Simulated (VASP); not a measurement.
The system is Ga.

```xyz
2
Lattice="2.7784 0.0000 0.0000 0.0000 3.2816 0.0000 -1.3434 0.0000 3.9903" Properties=species:S:1:pos:R:3 pbc="T T T"
Ga    2.0957    0.8204    0.9171
Ga   -0.6607    2.4612    3.0732
```

| Property | Result |
| --- | --- |
| Program | VASP 6.6.1 |
| Task | relaxation of cell and atoms |
| Functional | PBE |
| Potentials or basis | VASP PAW PBE potentials, release 64 (Ga_d) |
| Cutoff | 600 eV |
| k mesh | 16 × 12 × 10 |
| Occupations | gaussian, width 0.1 eV |
| Spin | no spin polarisation |

At the start: pressure 3.1 GPa; volume 18.19 Å³/atom.

Q: Where does the relaxation end?

A: Over 10 steps the energy falls by 10.7 meV/atom and the volume is 19.21 Å³/atom (+5.6 %); space group Cmcm (No. 63, to 0.1 Å) before and after.

Step by step:
```csv
step,energy change (eV),largest force (eV/Å),pressure (GPa),volume (Å³)
1,0.0000,0.0943,3.12,36.38
2,-0.0204,0.0439,0.48,38.28
3,-0.0203,0.0377,-0.35,38.72
4,-0.0205,0.0468,-0.31,38.58
5,-0.0205,0.0502,-0.12,38.43
6,-0.0210,0.0295,0.00,38.38
7,-0.0214,0.0099,0.07,38.32
8,-0.0214,0.0023,0.15,38.37
9,-0.0212,0.0279,-0.32,38.54
10,-0.0214,0.0054,0.02,38.42
```

Final structure:
```xyz
2
Lattice="2.7963 0.0000 -0.0158 0.0000 3.3615 0.0000 -1.3749 0.0000 4.0949" Properties=species:S:1:pos:R:3 pbc="T T T"
Ga    2.1021    0.8404    0.9407
Ga   -0.6807    2.5211    3.1384
```
